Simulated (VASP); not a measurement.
A run of VASP 6.6.1 is set up as follows.

The input INCAR:

```
  ALGO = Normal
  EDIFF = 1E-6
  ENCUT = 520
  ISIF = 2
  ISMEAR = 0
  LASPH = True
  LCHARG = True
  LELF = True
  LREAL = False
  LVHAR = True
  LWAVE = False
  NBANDS = 26
  NELM = 100
  PREC = Accurate
  SIGMA = 0.05
```

File KPOINTS:

```
k-points
0
Gamma
  8 8 6
```

POSCAR

```
ZnSe
1.0
    3.9227000000      0.0000000000      0.0000000000
    0.0000000000      3.9227000000      0.0000000000
    0.0000000000      0.0000000000      5.5715000000
Zn Se
2 2
Direct
    0.0000000000      0.0000000000      0.0000000000
    0.5000000000      0.5000000000      0.0000000000
    0.0000000000      0.5000000000      0.2797006019
    0.5000000000      0.0000000000      0.7202993981
```

Potentials or basis: VASP PAW LDA potentials, release 64 (Zn, Se).

Command:

```sh
$ cat potpaw_LDA.64/Zn/POTCAR potpaw_LDA.64/Se/POTCAR > POTCAR
$ mpirun -np 1 vasp_std > vasp.out
```

Q: What does it give for the largest force?

A: 0.524 eV/Å.

Q: What does it give for the band gap on the k mesh?

A: 1.44 eV, direct.

Q: What does it give for the pressure?

A: -1.4 GPa.

Stress tensor (GPa, compression positive):
```
-0.42  0.00  0.00
 0.00 -0.42  0.00
 0.00  0.00 -3.47
```

A hybrid or GW would open this gap; LDA tends to underestimate it.
